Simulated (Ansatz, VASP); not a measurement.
# MgI2: VASP beside Ansatz

Contents of POSCAR:

```
MgI2
1.0
    0.0000000000      3.6790517169      3.6790517169
    3.6790517169      0.0000000000      3.6790517169
    3.6790517169      3.6790517169      0.0000000000
Mg I
1 2
Direct
    0.0000000000      0.0000000000      0.0000000000
    0.2500000000      0.2500000000      0.2500000000
    0.7500000000      0.7500000000      0.7500000000
```

The input INCAR.step1:

```
SYSTEM = MgI2
  PREC = Accurate
  ENCUT = 520
  ISMEAR = 0
  SIGMA = 0.01
  LREAL = .FALSE.
  LASPH = .TRUE.
  NELM = 80
  NBANDS = 15
  GGA = PE
  ALGO = Normal
  EDIFF = 1E-4
  LWAVE = .TRUE.
  LCHARG = .FALSE.
```

Contents of INCAR.step2:

```
SYSTEM = MgI2
  PREC = Accurate
  ENCUT = 520
  EDIFF = 1E-6
  ISMEAR = 0
  SIGMA = 0.01
  LREAL = .FALSE.
  LASPH = .TRUE.
  NELM = 80
  ALGO = Normal
  ISIF = 2
  LWAVE = .FALSE.
  LCHARG = .TRUE.
  METAGGA = R2SCAN
  LMIXTAU = .TRUE.
  LELF = .TRUE.
  LVHAR = .TRUE.
  NBANDS = 15
  ISTART = 1
```

Contents of KPOINTS:

```
Automatic mesh
0
G
  6 6 6
  0 0 0
```

Input for Ansatz:

```yaml
crystal:
  lattice:
    - [0.0, 3.6790517169, 3.6790517169]
    - [3.6790517169, 0.0, 3.6790517169]
    - [3.6790517169, 3.6790517169, 0.0]
  atoms:
    - { symbol: Mg, position: [0.0, 0.0, 0.0] }
    - { symbol: I, position: [0.25, 0.25, 0.25] }
    - { symbol: I, position: [0.75, 0.75, 0.75] }
kpoints:
  mp_grid: { grid: [6, 6, 6] }
hamiltonian:
  xc: r2scan
scf:
  occupations: { method: fixed }
  n_extra_bands: 4
output:
  forces: true
  stress: true
  eigenvalues: true
```

Alike in both runs: task single point; functional r2SCAN; k mesh 6 × 6 × 6; no spin polarisation.

|  | VASP | Ansatz |
| --- | --- | --- |
| version | VASP 6.6.1 | Ansatz 0.2.0 |
| potentials or method | VASP PAW PBE potentials, release 64 (Mg, I) | plane waves, PAW |
| plane-wave cutoff (eV) | 520 | 500 |
| occupations | gaussian, width 0.01 eV | fixed |
| valence electrons in the cell | 16 | 44 |

Ansatz gave:

| Quantity | Value |
| --- | --- |
| gap on the k mesh at the Fermi level (eV) | 1.36 |
| pressure (GPa) | 2.2 |

Which values does VASP return?

gap on the k mesh at the Fermi level (eV): 1.33; pressure (GPa): 2.1.

VASP's potentials were made for PBE, not for r2SCAN. VASP's potentials hold 16 valence electrons a cell and Ansatz's 44, so a difference there can come from the potentials and not from the codes.

Neither program's run includes spin-orbit coupling.
